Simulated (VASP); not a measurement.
# SiC (P6_3mc) in VASP: a series of runs, part 2 of 2

VASP 6.6.1. The steps go on from the part before.

### 5 Single point, RPBE

This run uses another cell than the first one, of 10.66 Å³/atom.

Contents of INCAR:

```
SYSTEM = SiC
ALGO = Normal
EDIFF = 1E-7
ENCUT = 520
GGA = RP
ISIF = 2
ISMEAR = -1
LASPH = .TRUE.
LCHARG = .TRUE.
LELF = .TRUE.
LREAL = .FALSE.
LVHAR = .TRUE.
LWAVE = .FALSE.
NBANDS = 36
NELM = 100
PREC = Accurate
SIGMA = 0.05
```

Contents of KPOINTS:

```
k-points
0
G
  10 10 2
  0 0 0
```

Contents of POSCAR:

```
SiC
1.0
    3.1103722137      0.0000000000      0.0000000000
   -1.5551861068      2.6936613523      0.0000000000
    0.0000000000      0.0000000000     15.2613255617
Si C
6 6
Direct
    0.6666666667      0.3333333333      0.4583149844
    0.3333333333      0.6666666667      0.9583149844
    0.6666666667      0.3333333333      0.7918188849
    0.3333333333      0.6666666667      0.2918188849
    0.0000000000      0.0000000000      0.6250380134
    0.0000000000      0.0000000000      0.1250380134
    0.6666666667      0.3333333333      0.3333142051
    0.3333333333      0.6666666667      0.8333142051
    0.6666666667      0.3333333333      0.6668252796
    0.3333333333      0.6666666667      0.1668252796
    0.0000000000      0.0000000000      0.4996886326
    0.0000000000      0.0000000000     -0.0003113674
```

Potentials or basis: VASP PAW PBE potentials, release 64 (Si, C).

The run is started by

```bash
cat potpaw_PBE.64/Si/POTCAR potpaw_PBE.64/C/POTCAR > POTCAR
mpirun -np 1 vasp_std > vasp.out
```

OUTCAR:

```text
SYSTEM = SiC
   EDIFF = 1E-7
   ENCUT = 520
   GGA = RP
   ISIF = 2
   ISMEAR = -1
   LASPH = .TRUE.
   LREAL = .FALSE.
   NELM = 100
   PREC = Accurate

 ion  position               nearest neighbor table
   1  0.667  0.333  0.458-  11 1.90  11 1.90  11 1.90   7 1.91   4 3.11   4 3.11   4 3.11   5 3.11
                             5 3.11   5 3.11
   2  0.333  0.667  0.958-  12 1.90  12 1.90  12 1.90   8 1.91   3 3.11   3 3.11   3 3.11   6 3.11
                             6 3.11   6 3.11
   3  0.667  0.333  0.792-   8 1.90   8 1.90   8 1.90   9 1.91   2 3.11   2 3.11   2 3.11   5 3.12
                             5 3.12   5 3.12
   4  0.333  0.667  0.292-   7 1.90   7 1.90   7 1.90  10 1.91   1 3.11   1 3.11   1 3.11   6 3.12
                             6 3.12   6 3.12
   5  0.000  0.000  0.625-   9 1.91   9 1.91   9 1.91  11 1.91   1 3.11   1 3.11   1 3.11   3 3.12
                             3 3.12   3 3.12
   6  0.000  0.000  0.125-  10 1.91  10 1.91  10 1.91  12 1.91   2 3.11   2 3.11   2 3.11   4 3.12
                             4 3.12   4 3.12
   7  0.667  0.333  0.333-   4 1.90   4 1.90   4 1.90   1 1.91
   8  0.333  0.667  0.833-   3 1.90   3 1.90   3 1.90   2 1.91
   9  0.667  0.333  0.667-   5 1.91   5 1.91   5 1.91   3 1.91
  10  0.333  0.667  0.167-   6 1.91   6 1.91   6 1.91   4 1.91
  11  0.000  0.000  0.500-   1 1.90   1 1.90   1 1.90   5 1.91
  12  0.000  0.000  1.000-   2 1.90   2 1.90   2 1.90   6 1.91

  LATTYP: Found a hexagonal cell.
 ALAT       =     3.1103722137
 C/A-ratio  =     4.9065914023

  Lattice vectors:

 A1 = (   3.1103722137,   0.0000000000,   0.0000000000)
 A2 = (  -1.5551861068,   2.6936613523,   0.0000000000)
 A3 = (   0.0000000000,   0.0000000000,  15.2613255617)

Analysis of symmetry for initial positions (statically):
[... 174 lines left out ...]
   AEXX    =    0.0000 exact exchange contribution
   IVDW    =     0    specifies the selected vdW correction
   LEPSILON=     F    determine dielectric tensor
   LRPA    =     F    only Hartree local field effects (RPA)
 non-spin polarized calculation
  energy-cutoff  :      520.00
  volume of cell :      127.86
 maximum number of plane-waves:      3468
 NGX is ok and might be reduce to    24
   NGX = 11   NGY = 11   NGZ = 57

 number of electron      48.0000002 magnetization

 Free energy of the ion-electron system (eV)
  ---------------------------------------------------
  ext. energy  EPLUGINS =         0.00000000
  ---------------------------------------------------
  free energy    TOTEN  =       -85.95455690 eV

  energy without entropy =      -85.95455690  energy(sigma->0) =      -85.95455690

 E-fermi :   8.9269     XC(G=0): -11.1575

 val. band max:        7.9124878848   @ k =   0.0000   0.0000   0.0000
 cond. band min:       9.9582604341   @ k =   0.5000   0.0000   0.0000
 fundamental gap:      2.0457725493
 Fermi energy:         8.9269260833

 k-point     1 :       0.0000    0.0000    0.0000
  band No.  band energies     occupation
      1      -7.3309      2.00000
      2      -6.8228      2.00000
      3      -6.7876      2.00000
      4      -5.3374      2.00000
      5      -5.3088      2.00000
      6      -3.8930      2.00000
[... 925 lines left out ...]
     35      15.3188      0.00000
     36      15.3188      0.00000

 [... further k-points ...]

------------------------ aborting loop because EDIFF is reached ----------------------------------------

  FORCE on cell =-STRESS in cart. coord.  units (eV):
  Direction    XX          YY          ZZ          XY          YZ          ZX
  --------------------------------------------------------------------------------------
  -------------------------------------------------------------------------------------
  Total       -0.3420126     -0.3420126     -0.3382977     -0.0000000      0.0000000     -0.0000000
  in kB       -4.2855354     -4.2855354     -4.2389857     -0.0000000      0.0000000     -0.0000000
  external PRESSURE =      -4.2700188 kB  Pullay stress =       0.0000000 kB

 VOLUME and BASIS-vectors are now :
 -----------------------------------------------------------------------------
  energy-cutoff  :      520.00
  volume of cell :      127.86
      direct lattice vectors                 reciprocal lattice vectors
     3.110372214  0.000000000  0.000000000     0.321504930  0.185620958  0.000000000
    -1.555186107  2.693661352  0.000000000     0.000000000  0.371241915  0.000000000
     0.000000000  0.000000000 15.261325562     0.000000000  0.000000000  0.065525108

 POSITION                                       TOTAL-FORCE (eV/Angst)
 -----------------------------------------------------------------------------------
      1.55519      0.89789      6.99449        -0.000000     -0.000000      0.000127
     -0.00000      1.79577     14.62516         0.000000      0.000000      0.000127
      1.55519      0.89789     12.08421        -0.000000      0.000000      0.000142
     -0.00000      1.79577      4.45354         0.000000     -0.000000      0.000142
      0.00000      0.00000      9.53891        -0.000000     -0.000000      0.001004
      0.00000      0.00000      1.90825        -0.000000     -0.000000      0.001004
      1.55519      0.89789      5.08682         0.000000     -0.000000     -0.000599
     -0.00000      1.79577     12.71748        -0.000000     -0.000000     -0.000599
      1.55519      0.89789     10.17664        -0.000000     -0.000000     -0.000186
     -0.00000      1.79577      2.54597         0.000000      0.000000     -0.000186
      0.00000      0.00000      7.62591        -0.000000     -0.000000     -0.000488
      0.00000      0.00000     15.25657        -0.000000      0.000000     -0.000488
 -----------------------------------------------------------------------------------
    total drift:                               -0.000000     -0.000000     -0.000498

  FREE ENERGIE OF THE ION-ELECTRON SYSTEM (eV)
  ---------------------------------------------------
  free  energy   TOTEN  =       -85.9545569018 eV

  energy  without entropy=      -85.9545569016  energy(sigma->0) =      -85.95455690
```

OSZICAR:

```text
N       E                     dE             d eps       ncg     rms          rms(c)
DAV:   1     0.125631073561E+03    0.12563E+03   -0.21740E+04  2016   0.120E+03
DAV:   2    -0.842369539734E+02   -0.20987E+03   -0.19618E+03  2640   0.203E+02
DAV:   3    -0.959863813457E+02   -0.11749E+02   -0.11657E+02  2648   0.460E+01
DAV:   4    -0.961694884737E+02   -0.18311E+00   -0.18268E+00  2584   0.655E+00
DAV:   5    -0.961734868382E+02   -0.39984E-02   -0.39951E-02  2572   0.926E-01    0.220E+01
DAV:   6    -0.861463187286E+02    0.10027E+02   -0.29494E+01  2480   0.199E+01    0.103E+01
DAV:   7    -0.859699297435E+02    0.17639E+00   -0.31194E+00  2684   0.667E+00    0.422E+00
DAV:   8    -0.859513378349E+02    0.18592E-01   -0.19999E-01  2452   0.180E+00    0.127E+00
DAV:   9    -0.859529479959E+02   -0.16102E-02   -0.29490E-02  2532   0.828E-01    0.210E-01
DAV:  10    -0.859542957526E+02   -0.13478E-02   -0.27818E-03  2528   0.231E-01    0.103E-01
DAV:  11    -0.859545465800E+02   -0.25083E-03   -0.62155E-04  2384   0.127E-01    0.104E-02
DAV:  12    -0.859545526960E+02   -0.61159E-05   -0.19890E-05  2704   0.211E-02    0.703E-03
DAV:  13    -0.859545561109E+02   -0.34149E-05   -0.41958E-06  2384   0.103E-02    0.404E-03
DAV:  14    -0.859545567932E+02   -0.68229E-06   -0.14312E-07  1956   0.212E-03    0.173E-03
DAV:  15    -0.859545569269E+02   -0.13368E-06   -0.21754E-07  1848   0.239E-03    0.472E-04
DAV:  16    -0.859545569018E+02    0.25057E-07   -0.18189E-08  1456   0.842E-04
   1 F= -.85954557E+02 E0= -.85954557E+02  d E =-.161534E-09
```

It took 98 s on 1 thread of AMD EPYC 9R14 (Zen 4), shared host; peak memory 0.25 GiB.

Results:

- Free energy: -85.9546 eV
- Pressure: -0.4 GPa
- Band gap on the k mesh: 2.05 eV (least direct gap 3.13 eV)

Levels at points of the mesh, in eV from the valence-band top:
```tsv
k point	band 22	band 23	band 24	band 25	band 26	band 27
(0.00, 0.00, 0.00)	-0.03	0.00	0.00	4.96	5.14	5.53
(0.50, 0.00, 0.00)	-1.75	-1.63	-1.09	2.05	2.23	3.20
(0.00, 0.00, 0.50)	-0.09	-0.09	-0.09	5.03	5.03	5.77
(0.50, 0.00, 0.50)	-1.69	-1.29	-1.29	2.08	2.08	3.42
```

Caveat: the PAW data sets were made with another functional, which shifts forces and pressure a little. Expect the measured gap to be larger: semilocal functionals such as RPBE lack the derivative discontinuity.

### 6 Single point, r2SCAN

Contents of POSCAR:

```
SiC
1.0
    3.0950000000      0.0000000000      0.0000000000
   -1.5475000000      2.6803486247      0.0000000000
    0.0000000000      0.0000000000     15.1700000000
Si C
6 6
Direct
    0.6666666667      0.3333333333      0.4583000000
    0.3333333333      0.6666666667      0.9583000000
    0.6666666667      0.3333333333      0.7917000000
    0.3333333333      0.6666666667      0.2917000000
    0.0000000000      0.0000000000      0.6250000000
    0.0000000000      0.0000000000      0.1250000000
    0.6666666667      0.3333333333      0.3333000000
    0.3333333333      0.6666666667      0.8333000000
    0.6666666667      0.3333333333      0.6667000000
    0.3333333333      0.6666666667      0.1667000000
    0.0000000000      0.0000000000      0.5000000000
    0.0000000000      0.0000000000      0.0000000000
```

Contents of INCAR.step1:

```
SYSTEM = SiC
ALGO = Normal
EDIFF = 1E-4
ENCUT = 520
GGA = PE
ISMEAR = -1
LASPH = .TRUE.
LCHARG = .FALSE.
LREAL = .FALSE.
LWAVE = .TRUE.
NBANDS = 36
NELM = 100
PREC = Accurate
SIGMA = 0.05
```

Contents of INCAR.step2:

```
SYSTEM = SiC
ALGO = Normal
EDIFF = 1E-6
ENCUT = 520
ISIF = 2
ISMEAR = -1
ISTART = 1
LASPH = .TRUE.
LCHARG = .FALSE.
LMIXTAU = .TRUE.
LREAL = .FALSE.
LWAVE = .FALSE.
METAGGA = R2SCAN
NBANDS = 36
NELM = 100
PREC = Accurate
SIGMA = 0.05
```

KPOINTS is that of step 5.

Potentials or basis: VASP PAW PBE potentials, release 64 (Si, C).

The run is started by

```bash
cat potpaw_PBE.64/Si/POTCAR potpaw_PBE.64/C/POTCAR > POTCAR
cp INCAR.step1 INCAR
mpirun -np 1 vasp_std > vasp.out
cp INCAR.step2 INCAR
mpirun -np 1 vasp_std > vasp.out
```

Run time: 7.2 min. Hardware: 1 thread of AMD EPYC 9R14 (Zen 4), shared host; peak memory 0.28 GiB.

It converged, with:

| Quantity | Value |
| --- | --- |
| Free energy | -115.9423 eV |
| Pressure | -3.5 GPa |
| Largest force | 0.149 eV/Å |
| Band gap on the k mesh | 2.39 eV (least direct gap 3.54 eV) |

Forces in eV/Å, atoms in the order of the input:
```
Si   0.000  0.000  0.054
Si   0.000  0.000  0.054
Si   0.000  0.000  0.024
Si   0.000  0.000  0.024
Si   0.000  0.000  0.043
Si   0.000  0.000  0.043
C    0.000  0.000 -0.015
C    0.000  0.000 -0.015
C    0.000  0.000  0.044
C    0.000  0.000  0.044
C    0.000  0.000 -0.149
C    0.000  0.000 -0.149
```

Stress tensor (GPa, compression positive):
```
-3.75  0.00  0.00
 0.00 -3.75  0.00
 0.00  0.00 -2.89
```

Levels at points of the mesh, in eV from the valence-band top:
```
           k point  band 20  band 21  band 22  band 23  band 24  band 25  band 26  band 27  band 28  band 29
(0.00, 0.00, 0.00)    -0.31    -0.31    -0.05     0.00     0.00     5.59     5.77     6.18     6.69     6.73
(0.50, 0.00, 0.00)    -2.33    -1.89    -1.85    -1.71    -1.15     2.39     2.60     3.63     4.32     5.06
(0.00, 0.00, 0.50)    -0.67    -0.10    -0.10    -0.10    -0.10     5.66     5.66     6.42     6.42     7.10
(0.50, 0.00, 0.50)    -2.45    -1.79    -1.79    -1.36    -1.36     2.44     2.44     3.86     3.86     5.27
```

Caveat: the cell stands under tension; the PAW data sets were made with another functional, which shifts forces and pressure a little. r2SCAN opens gaps a little over a GGA but as a rule still falls short of measured ones.

### 7 Overview

```csv
level,cell,smearing,gap on the mesh (eV),pressure (GPa),largest force (eV/Å)
PBE,"a = 3.095, b = 3.095, c = 15.170 Å, angles 90.0, 90.0, 120.0°, 12 atoms, atomic positions A",gaussian 0.011 eV,2.02,0.2,0.14
PBE,"a = 3.095, b = 3.095, c = 15.187 Å, angles 90.0, 90.0, 120.0°, 12 atoms, atomic positions B",fermi-dirac 0.05 eV,2.03,-0.1,-
revPBE,"a = 3.095, b = 3.095, c = 15.170 Å, angles 90.0, 90.0, 120.0°, 12 atoms, atomic positions A",fermi-dirac 0.05 eV,2.03,2.2,0.14
RPBE,"a = 3.110, b = 3.110, c = 15.261 Å, angles 90.0, 90.0, 120.0°, 12 atoms, atomic positions B",fermi-dirac 0.05 eV,2.05,-0.4,-
r2SCAN,"a = 3.095, b = 3.095, c = 15.170 Å, angles 90.0, 90.0, 120.0°, 12 atoms, atomic positions A",fermi-dirac 0.05 eV,2.39,-3.5,0.15
```

Alike in all rows: task single point; potentials or basis VASP PAW PBE potentials, release 64 (Si, C); no spin polarisation; k mesh 10 × 10 × 2; cutoff (eV) 520.

On the cell as given the gap runs from 2.02 eV (PBE) to 2.39 eV (r2SCAN). The pressure there spans -3.5 GPa (r2SCAN) to 2.2 GPa (revPBE); a positive pressure means that this level wants a larger cell, a negative one a smaller.

Caveats: the PAW data sets were made with another functional, which shifts forces and pressure a little (at least some runs); the cell stands under tension (at least some runs).

Total energies depend on the potentials used, so only differences within one code and one set of settings carry meaning.
